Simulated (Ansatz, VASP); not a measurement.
**One calculation of Si2Ge3, two programs**

```
Si Ge
1.0
     4.11340    0.00000    0.00000
     0.00000    4.11340    0.00000
     0.00000    0.00000    6.43878
Si Ge
2 3
Direct
  0.00000 0.00000 0.73558
  0.50000 0.50000 0.24355
  0.50000 0.00000 0.96979
  0.00000 0.50000 0.96979
  0.00000 0.00000 0.35130
```

Change from the starting cell: species swapped into the Cu3Te2 type (P4mm, No. 99).

Alike in both runs: functional PBE; k mesh 10 × 10 × 6; occupations gaussian, width 0.1 eV; no spin polarisation.

Ansatz relaxed the structure, and its values are those at the end. VASP's run is a single point on that final structure, the one shown.

```csv
,VASP,Ansatz
version,VASP 6.6.1,Ansatz 0.2.0
potentials or method,"VASP PAW PBE potentials, release 64 (Si, Ge_d), cutoff 520 eV","scalar-relativistic, plane waves, PAW"
valence electrons in the cell,50,50
```

|  | VASP | Ansatz | Ansatz less VASP |
| --- | --- | --- | --- |
| gap on the k mesh at the Fermi level (eV) | none | none | - |
| pressure (GPa) | 0.0 | 0.0 | +0.01 |

A gap of «none» marks a metal or a gap that the smearing closes.
